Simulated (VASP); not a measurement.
## MgI2: single point with PBE

Crystal: MgI2.

```xyz
3
Lattice="4.0386 0.0000 0.0000 -2.0193 3.4976 0.0000 0.0000 0.0000 6.5035" Properties=species:S:1:pos:R:3 pbc="T T T"
Mg    0.0000    0.0000    0.0000
I     0.0000    2.3317    4.8308
I     2.0193    1.1659    1.6727
```

```
Program             : VASP 6.6.1
Task                : single point
Functional          : PBE
Potentials or basis : VASP PAW PBE potentials, release 64 (Mg, I)
Cutoff              : 520 eV
k mesh              : 6 × 6 × 4
Occupations         : gaussian, width 0.02 eV
Spin                : no spin polarisation
```

| Item | Value |
| --- | --- |
| Pressure | 3.9 GPa |
| Largest force | 0.010 eV/Å |
| Band gap on the k mesh | 3.36 eV (least direct gap 3.82 eV) |

Forces on the atoms (eV/Å):
```
Mg   0.000  0.000  0.000
I    0.000  0.000  0.010
I    0.000  0.000 -0.010
```

Levels at points of the mesh, in eV from the valence-band top:
| k point | band 5 | band 6 | band 7 | band 8 | band 9 | band 10 | band 11 | band 12 |
| --- | --- | --- | --- | --- | --- | --- | --- | --- |
| (0.00, 0.00, 0.00) | -0.67 | -0.17 | -0.17 | 0.00 | 3.82 | 4.63 | 6.70 | 6.70 |
| (0.50, 0.00, 0.00) | -2.51 | -1.73 | -1.36 | -0.61 | 3.53 | 5.05 | 5.15 | 6.63 |
| (0.00, 0.00, 0.50) | -0.47 | -0.47 | -0.38 | -0.38 | 4.83 | 4.90 | 6.40 | 6.40 |
| (0.50, 0.00, 0.50) | -1.39 | -1.33 | -1.13 | -1.08 | 3.43 | 4.86 | 5.36 | 5.69 |

Wall time 28 s on 1 thread of Intel(R) Xeon(R) Platinum 8259CL CPU @ 2.50GHz (Skylake/Cascade Lake), on a shared host, peak memory 0.2 GiB.

Caveat: the cell stands under pressure; spin-orbit coupling is left out, which moves the levels of the heavy elements; this functional lacks dispersion, which binds the layers, so the pressure and a relaxed spacing across them are unreliable. A k mesh can miss the band edges.
